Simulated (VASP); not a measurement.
Runs of VASP 6.6.1 on GaN. The structure is that of space group P-6m2 (No. 187), or close to it. The cells are those of the table. 

```csv
task,level,cell,cutoff (eV),smearing,gap on the mesh (eV),pressure (GPa),relaxed volume (Å³/atom)
single point,PBE,"a = 2.981, b = 2.981, c = 2.683 Å, angles 90.0, 90.0, 120.0°, 2 atoms",520,gaussian 0.03 eV,none,0.7,-
single point,BLYP+D3(BJ),"a = 2.968, b = 2.968, c = 2.673 Å, angles 90.0, 90.0, 120.0°, 2 atoms",520,fermi-dirac 0.05 eV,none,0.8,-
single point,BLYP+D4,"a = 2.950, b = 2.950, c = 2.662 Å, angles 90.0, 90.0, 120.0°, 2 atoms",520,fermi-dirac 0.05 eV,none,0.9,-
relaxation of cell and atoms,BLYP+D3(BJ),"relaxed from a = 2.981, b = 2.981, c = 2.683 Å, angles 90.0, 90.0, 120.0°, 2 atoms",600,fermi-dirac 0.05 eV,none,-0.1,(a)
single point,PBE,"a = 2.981, b = 2.981, c = 2.683 Å, angles 90.0, 90.0, 120.0°, 2 atoms",520,gaussian 0.029 eV,none,0.7,-
relaxation of cell and atoms,BLYP+D4,"relaxed from a = 2.981, b = 2.981, c = 2.683 Å, angles 90.0, 90.0, 120.0°, 2 atoms",600,fermi-dirac 0.05 eV,none,0.1,10.06
```

Alike in all rows: potentials or basis VASP PAW PBE potentials, release 64 (Ga_d, N); no spin polarisation; k mesh 10 × 10 × 10.

Problem. Estimate the missing entries.

Solution. (a) 10.23.

Caveats: the PAW data sets were made with another functional, which shifts forces and pressure a little (at least some runs).

A k mesh can miss the band edges, and the runs leave out spin-orbit coupling on Ga.

A gap of «none» marks levels without a gap at the run's occupations.
